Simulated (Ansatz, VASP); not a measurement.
AlN in VASP and in Ansatz

Contents of POSCAR:

```
AlN
1.0
   -3.1066653462      0.0000000000      0.0000000000
    0.0000000000      0.0000000000     -4.9784048411
    0.0000000000     -5.3809022217      0.0000000000
Al N
4 4
Direct
    0.4034334353      0.9983070980      0.1666666667
    0.0965665647      0.9983070980      0.6666666667
   -0.0965665647      0.4983070980      0.3333333333
    0.5965665647      0.4983070980      0.8333333333
    0.4131111283      0.6166929020      0.1666666667
    0.0868888717      0.6166929020      0.6666666667
   -0.0868888717      0.1166929020      0.3333333333
    0.5868888717      0.1166929020      0.8333333333
```

File INCAR.step1:

```
PREC = Accurate ; ENCUT = 520
ISMEAR = 0 ; SIGMA = 0.05
LREAL = F ; LASPH = T
NELM = 80 ; NBANDS = 26
GGA = PE ; ALGO = Normal
EDIFF = 1E-4 ; LWAVE = T
LCHARG = F
```

INCAR.step2

```
PREC = Accurate ; ENCUT = 520
EDIFF = 1E-6 ; ISMEAR = 0
SIGMA = 0.05 ; LREAL = F
LASPH = T ; NELM = 80
ALGO = Normal ; ISIF = 2
LWAVE = F ; LCHARG = F
METAGGA = R2SCAN ; LMIXTAU = T
NBANDS = 26 ; ISTART = 1
```

Contents of KPOINTS:

```
Automatic mesh
0
Gamma
  8 6 4
```

Input for Ansatz:

```yaml
crystal:
  lattice:
    - [-3.1066653462, 0.0, 0.0]
    - [0.0, 0.0, -4.9784048411]
    - [0.0, -5.3809022217, 0.0]
  atoms:
    - { symbol: Al, position: [0.4034334353, 0.998307098, 0.1666666667] }
    - { symbol: Al, position: [0.0965665647, 0.998307098, 0.6666666667] }
    - { symbol: Al, position: [-0.0965665647, 0.498307098, 0.3333333333] }
    - { symbol: Al, position: [0.5965665647, 0.498307098, 0.8333333333] }
    - { symbol: "N", position: [0.4131111283, 0.616692902, 0.1666666667] }
    - { symbol: "N", position: [0.0868888717, 0.616692902, 0.6666666667] }
    - { symbol: "N", position: [-0.0868888717, 0.116692902, 0.3333333333] }
    - { symbol: "N", position: [0.5868888717, 0.116692902, 0.8333333333] }
basis:
  ecutwfc: 500
kpoints:
  mp_grid: { grid: [8, 6, 4] }
hamiltonian:
  xc: r2scan
scf:
  occupations: { method: gaussian, width: 0.05 }
output:
  forces: true
  stress: true
  eigenvalues: true
```

Change from the starting cell: mode 4 (235.2 1/cm) frozen in, largest displacement -0.300 Å.

Alike in both runs: task single point; functional r2SCAN; k mesh 8 × 6 × 4; occupations gaussian, width 0.05 eV; no spin polarisation.

|  | VASP | Ansatz |
| --- | --- | --- |
| version | VASP 6.6.1 | Ansatz 0.2.0 |
| potentials or method | VASP PAW PBE potentials, release 64 (Al, N), cutoff 520 eV | scalar-relativistic, plane waves, PAW |
| valence electrons in the cell | 32 | 32 |

Ansatz gave:

```
gap on the k mesh at the Fermi level (eV)                     : 4.21
least direct gap on the mesh (eV)                             : 4.21
pressure (GPa)                                                : -2.6
traceless stress, the component that is largest in VASP (GPa) : 6.43
rms of the force components (eV/Å)                            : 0.790
```

Question: Which values does VASP return?

Answer: gap on the k mesh at the Fermi level (eV): 4.24; least direct gap on the mesh (eV): 4.24; pressure (GPa): -3.0; traceless stress, the component that is largest in VASP (GPa): 6.36; rms of the force components (eV/Å): 0.796.

VASP's potentials were made for PBE, not for r2SCAN. Atom by atom the forces differ by 0.006 eV/Å (rms over components).
